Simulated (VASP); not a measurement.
# Ag in VASP: single point with r2SCAN

Aim: the single point of Ag with r2SCAN.

All numbers are computed with VASP 6.6.1; they aren't measurements. Logs are shortened: lines on timing, memory, paths and dates and some standing lists are left out, and cuts for length are marked.

## 1. The cell of the first run

The typed cell holds 1 atom: a = 2.821 Å, b = 2.821 Å, c = 3.258 Å, α = 54.73°, β = 54.73°, γ = 70.53°.

## 2. Single point, r2SCAN

The input, POSCAR:

```
Ag
1.0
    0.0000000000      2.3034950837      1.6285710242
    2.3034950837      0.0000000000      1.6285710242
    2.3034950837      2.3034950837      0.0000000000
Ag
1
Direct
    0.0000000000      0.0000000000      0.0000000000
```

The input, INCAR.step1:

```
SYSTEM = Ag
  PREC = Accurate
  ENCUT = 520
  ISMEAR = 0
  SIGMA = 0.15
  LREAL = .FALSE.
  LASPH = .TRUE.
  NELM = 100
  NBANDS = 12
  GGA = PE
  ALGO = Normal
  EDIFF = 1E-4
  LWAVE = .TRUE.
  LCHARG = .FALSE.
```

The input, INCAR.step2:

```
SYSTEM = Ag
  PREC = Accurate
  ENCUT = 520
  EDIFF = 1E-6
  ISMEAR = 0
  SIGMA = 0.15
  LREAL = .FALSE.
  LASPH = .TRUE.
  NELM = 100
  ALGO = Normal
  ISIF = 2
  LWAVE = .FALSE.
  LCHARG = .TRUE.
  METAGGA = R2SCAN
  LMIXTAU = .TRUE.
  LELF = .TRUE.
  LVHAR = .TRUE.
  NBANDS = 12
  ISTART = 1
```

The input, KPOINTS:

```
Automatic mesh
0
G
  28 28 28
  0 0 0
```

Potentials or basis: VASP PAW PBE potentials, release 64 (Ag).

Launch:

```
$ cat potpaw_PBE.64/Ag/POTCAR > POTCAR
$ cp INCAR.step1 INCAR
$ mpirun -np 1 vasp_std > vasp.out
$ cp INCAR.step2 INCAR
$ mpirun -np 1 vasp_std > vasp.out
```

OUTCAR:

```text
SYSTEM = Ag
   PREC = Accurate
   ENCUT = 520
   EDIFF = 1E-6
   ISMEAR = 0
   LREAL = .FALSE.
   LASPH = .TRUE.
   NELM = 100
   ISIF = 2
   METAGGA = R2SCAN
   ISTART = 1

 ion  position               nearest neighbor table
   1  0.000  0.000  0.000-

  LATTYP: Found a body centered tetragonal cell.
 ALAT       =     3.2576339882
 C/A-ratio  =     0.9998489886

  Lattice vectors:

 A1 = (   0.0000000000,  -2.3034950837,  -1.6285710242)
 A2 = (   0.0000000000,   2.3034950837,  -1.6285710242)
 A3 = (   2.3034950837,   0.0000000000,   1.6285710242)

Analysis of symmetry for initial positions (statically):
=====================================================================
 Subroutine PRICEL returns:
 Original cell was already a primitive cell.

 Routine SETGRP: Setting up the symmetry group for a
 body centered tetragonal supercell.

 Subroutine GETGRP returns: Found 16 space group operations
 (whereof 16 operations were pure point group operations)
 out of a pool of 16 trial point group operations.

The static configuration has the point symmetry D_4h.

Analysis of symmetry for dynamics (positions and initial velocities):
=====================================================================
 Subroutine PRICEL returns:
 Original cell was already a primitive cell.

 Routine SETGRP: Setting up the symmetry group for a
 body centered tetragonal supercell.

 Subroutine GETGRP returns: Found 16 space group operations
 (whereof 16 operations were pure point group operations)
 out of a pool of 16 trial point group operations.

The dynamic configuration has the point symmetry D_4h.

 Subroutine INISYM returns: Found 16 space group operations
 (whereof 16 operations are pure point group operations),
 and found     1 'primitive' translations

----------------------------------------------------------------------------------------

                                     Primitive cell

  volume of cell :      17.2827

  direct lattice vectors                    reciprocal lattice vectors
     0.000000000  2.303495084  1.628571024    -0.217061457  0.217061457  0.307017620
     2.303495084  0.000000000  1.628571024     0.217061457 -0.217061457  0.307017620
     2.303495084  2.303495084  0.000000000     0.217061457  0.217061457 -0.307017620

  length of vectors
     2.821051786  2.821051786  3.257633988     0.434155700  0.434155700  0.434155700

  position of ions in fractional coordinates (direct lattice)
     0.000000000  0.000000000  0.000000000

  ion indices of the primitive-cell ions
   primitive index   ion index
                 1           1

----------------------------------------------------------------------------------------

 KPOINTS: Automatic mesh

Automatic generation of k-mesh.
 Grid dimensions read from file:
 generate k-points for:   28   28   28

 Generating k-lattice:

  Cartesian coordinates                     Fractional coordinates (reciprocal lattice)
    -0.007752195  0.007752195  0.010964915     0.035714286  0.000000000  0.000000000
     0.007752195 -0.007752195  0.010964915     0.000000000  0.035714286  0.000000000
     0.007752195  0.007752195 -0.010964915     0.000000000  0.000000000  0.035714286

  Length of vectors
     0.015505561  0.015505561  0.015505561

  Shift w.r.t. Gamma in fractional coordinates (k-lattice)
     0.000000000  0.000000000  0.000000000

 Subroutine IBZKPT returns following result:
 ===========================================

 Found   1639 irreducible k-points:

 Following reciprocal coordinates:
            Coordinates               Weight
  0.000000  0.000000  0.000000      1.000000
  0.035714 -0.000000  0.000000      8.000000
  0.071429 -0.000000  0.000000      8.000000
  0.107143  0.000000  0.000000      8.000000
  0.142857  0.000000  0.000000      8.000000
  0.178571 -0.000000  0.000000      8.000000
[... 16 lines left out ...]
  0.285714  0.035714  0.000000      8.000000
  0.321429  0.035714  0.000000      8.000000
 [... further k-points ...]
   k-points           NKPTS =   1639   k-points in BZ     NKDIM =   1639   number of bands    NBANDS=     12
   number of dos      NEDOS =    301   number of ions     NIONS =      1
   total plane-waves  NPLWV =  13824
   dimension x,y,z NGX =    24 NGY =   24 NGZ =   24
   dimension x,y,z NGXF=    48 NGYF=   48 NGZF=   48
   ions per type =               1
   NGX,Y,Z   is equivalent  to a cutoff of  14.14, 14.14, 12.25 a.u.
   NGXF,Y,Z  is equivalent  to a cutoff of  28.29, 28.29, 24.50 a.u.
 SYSTEM =  Ag
   PREC   = accura    normal or accurate (medium, high low for compatibility)
   ISTART =      1    job   : 0-new  1-cont  2-samecut
   ICHARG =      0    charge: 1-file 2-atom 10-const
   ISPIN  =      1    spin polarized calculation?
   LNONCOLLINEAR =      F non collinear calculations
   LSORBIT =      F    spin-orbit coupling
   LASPH  =      T    aspherical Exc in radial PAW
   ENCUT  =  520.0 eV  38.22 Ry    6.18 a.u.   5.25  5.25  6.06*2*pi/ulx,y,z
   NELM   =    100;   NELMIN=  2; NELMDL=  0     # of ELM steps
   EDIFF  = 0.1E-05   stopping-criterion for ELM
   LREAL  =      F    real-space projection
   EDIFFG = 0.1E-04   stopping-criterion for IOM
   NSW    =      0    number of steps for IOM
   IBRION =     -1    ionic relax: 0-MD 1-quasi-New 2-CG
   NFREE  =      0    steps in history (QN), initial steepest desc. (CG)
   ISIF   =      2    stress and relaxation
   ISYM   =      2    0-nonsym 1-usesym 2-fastsym
   POTIM  = 0.5000    time-step for ionic-motion
   TEBEG  =    0.0;   TEEND  =   0.0 temperature during run
   PSTRESS=    0.0 pullay stress
   NELECT =      11.0000    total number of electrons
   NUPDOWN=      -1.0000    fix difference up-down
   EMIN   =  10.00;   EMAX   =-10.00  energy-range for DOS
   EFERMI =   0.00;   METHOD = LEGACY
   ISMEAR =     0;   SIGMA  =   0.15  broadening in eV -4-tet -1-fermi 0-gaus
   EFERMI_NEDOS =   21; number of points for ismear=-14 and -15
   IALGO  =     38    algorithm
   IMIX   =      4    mixing-type and parameters
     AMIX     =   0.40;   BMIX     =  1.00
     AMIX_MAG =   1.60;   BMIX_MAG =  1.00
  volume/ion in A,a.u.               =      17.28       116.63
  Fermi-wavevector in a.u.,A,eV,Ry     =   1.408214  2.661138 26.981257  1.983066
  Thomas-Fermi vector in A             =   2.530394
   LORBIT       =      0    0 simple, 1 ext, 2 COOP (PROOUT), +10 PAW based schemes
   METAGGA = R2SCAN    functional components
   LHFCALC =     F    Hartree Fock is set to
   AEXX    =    0.0000 exact exchange contribution
   IVDW    =     0    specifies the selected vdW correction
   LEPSILON=     F    determine dielectric tensor
   LRPA    =     F    only Hartree local field effects (RPA)
 non-spin polarized calculation
 Gauss-broadening in eV      SIGMA  =   0.15
  energy-cutoff  :      520.00
  volume of cell :       17.28
 maximum number of plane-waves:       478
 NGX is ok and might be reduce to    24
   NGX = 11   NGY = 11   NGZ = 13

 number of electron      11.0000002 magnetization

 Free energy of the ion-electron system (eV)
  ---------------------------------------------------
  ext. energy  EPLUGINS =         0.00000000
  ---------------------------------------------------
  free energy    TOTEN  =       -21.32519458 eV

  energy without entropy =      -21.32120327  energy(sigma->0) =      -21.32319892

 E-fermi :   8.2788     XC(G=0): -12.8727

 val. band max:        8.2601055757   @ k =  -0.3571   0.0357   0.1429
 cond. band min:       8.2789889604   @ k =   0.5000   0.0357   0.3571
 fundamental gap:      0.0188833847
 Fermi energy:         8.2788186823

 k-point     1 :       0.0000    0.0000    0.0000
  band No.  band energies     occupation
      1       0.4002      2.00000
      2       3.0391      2.00000
      3       3.0398      2.00000
      4       3.0398      2.00000
      5       4.3661      2.00000
      6       4.3669      2.00000
      7      26.9199      0.00000
      8      26.9199      0.00000
      9      26.9226      0.00000
     10      33.1974      0.00000
     11      33.1983      0.00000
     12      33.2016      0.00000

 k-point     2 :       0.0357   -0.0000    0.0000
  band No.  band energies     occupation
      1       0.4436      2.00000
      2       3.0289      2.00000
      3       3.0416      2.00000
      4       3.0639      2.00000
      5       4.3548      2.00000
      6       4.3670      2.00000
      7      26.8108      0.00000
      8      26.9105      0.00000
      9      26.9480      0.00000
     10      32.2137      0.00000
     11      32.4322      0.00000
     12      32.8742      0.00000

 k-point     3 :       0.0714   -0.0000    0.0000
  band No.  band energies     occupation
      1       0.5722      2.00000
      2       2.9980      2.00000
      3       3.0473      2.00000
      4       3.1367      2.00000
      5       4.3220      2.00000
      6       4.3692      2.00000
      7      26.4517      0.00000
      8      26.8533      0.00000
      9      27.0301      0.00000
     10      31.3585      0.00000
     11      31.4679      0.00000
     12      32.1055      0.00000

 k-point     4 :       0.1071    0.0000    0.0000
  band No.  band energies     occupation
      1       0.7791      2.00000
      2       2.9486      2.00000
      3       3.0589      2.00000
      4       3.2557      2.00000
      5       4.2758      2.00000
      6       4.3731      2.00000
      7      25.7810      0.00000
      8      26.6803      0.00000
      9      27.1602      0.00000
     10      30.6214      0.00000
     11      30.7794      0.00000
     12      31.1436      0.00000

 k-point     5 :       0.1429    0.0000    0.0000
  band No.  band energies     occupation
      1       1.0494      2.00000
      2       2.8836      2.00000
      3       3.0845      2.00000
      4       3.4172      2.00000
      5       4.2272      2.00000
      6       4.3790      2.00000
      7      24.7777      0.00000
      8      26.3246      0.00000
      9      27.3288      0.00000
     10      30.0343      0.00000
     11      30.1097      0.00000
     12      30.5570      0.00000
[... 228 lines left out ...]
      1       1.6637      2.00000
      2       2.7466      2.00000
      3       3.2996      2.00000
      4       3.8395      2.00000
      5       4.1064      2.00000
      6       4.4538      2.00000
      7      22.1422      0.00000
      8      25.0944      0.00000
      9      27.0692      0.00000
     10      28.7142      0.00000
     11      29.6723      0.00000
     12      30.5534      0.00000

 k-point    22 :       0.2500    0.0357    0.0000
  band No.  band energies     occupation
      1       1.8346      2.00000
      2       2.6599      2.00000
      3       3.5988      2.00000
      4       4.0913      2.00000
      5       4.1072      2.00000
      6       4.4911      2.00000
      7      20.6681      0.00000
      8      24.4783      0.00000
      9      26.5166      0.00000
     10      28.5026      0.00000
     11      29.6008      0.00000
     12      31.1294      0.00000

 k-point    23 :       0.2857    0.0357    0.0000
  band No.  band energies     occupation
      1       1.8850      2.00000
      2       2.5746      2.00000
      3       3.9871      2.00000
      4       4.1592      2.00000
      5       4.3541      2.00000
      6       4.5977      2.00000
      7      19.1818      0.00000
      8      23.8968      0.00000
      9      25.7785      0.00000
     10      28.5294      0.00000
     11      29.6084      0.00000
     12      31.8018      0.00000

 k-point    24 :       0.3214    0.0357    0.0000
  band No.  band energies     occupation
      1       1.8565      2.00000
      2       2.4948      2.00000
      3       4.1194      2.00000
      4       4.3258      2.00000
      5       4.6152      2.00000
      6       5.0103      2.00000
      7      17.7183      0.00000
      8      23.3750      0.00000
      9      25.0378      0.00000
     10      28.6261      0.00000
     11      29.6736      0.00000
     12      32.4894      0.00000

 [... further k-points ...]
[... 5 lines left out ...]
  --------------------------------------------------------------------------------------
  -------------------------------------------------------------------------------------
  Total        0.1084258      0.1084258      0.1081169      0.0000000      0.0000000      0.0000000
  in kB       10.0515236     10.0515236     10.0228921      0.0000000      0.0000000      0.0000000
  external PRESSURE =      10.0419798 kB  Pullay stress =       0.0000000 kB

 VOLUME and BASIS-vectors are now :
 -----------------------------------------------------------------------------
  energy-cutoff  :      520.00
  volume of cell :       17.28
      direct lattice vectors                 reciprocal lattice vectors
     0.000000000  2.303495084  1.628571024    -0.217061457  0.217061457  0.307017620
     2.303495084  0.000000000  1.628571024     0.217061457 -0.217061457  0.307017620
     2.303495084  2.303495084  0.000000000     0.217061457  0.217061457 -0.307017620

 POSITION                                       TOTAL-FORCE (eV/Angst)
 -----------------------------------------------------------------------------------
      0.00000      0.00000      0.00000         0.000000      0.000000      0.000000
 -----------------------------------------------------------------------------------
    total drift:                               -0.000000     -0.000000     -0.000000

  FREE ENERGIE OF THE ION-ELECTRON SYSTEM (eV)
  ---------------------------------------------------
  free  energy   TOTEN  =       -21.3251945775 eV

  energy  without entropy=      -21.3212032676  energy(sigma->0) =      -21.32319892
```

It took 20 min on 1 thread of Oxide Virtual Turin-like, shared host; peak memory 0.39 GiB.

Results:

```
Free energy : -21.3252 eV
Pressure    : 1.0 GPa
```

Levels at points of the mesh, in eV from the Fermi level:
```
           k point  band 3  band 4  band 5  band 6  band 7  band 8  band 9  band 10
(0.00, 0.00, 0.00)   -5.24   -5.24   -3.91   -3.91   18.64   18.64   18.64    24.92
(0.50, 0.00, 0.00)   -3.96   -3.79   -2.89    0.01    4.19   13.83   14.97    20.47
(0.50, 0.50, 0.00)   -3.14   -3.14   -3.14    7.18    7.18    7.18   13.12    13.80
(0.50, 0.00, 0.50)   -3.97   -3.79   -2.89    0.01    4.18   13.83   14.97    20.47
```

Caveat: the PAW data sets were made with another functional, which shifts forces and pressure a little.
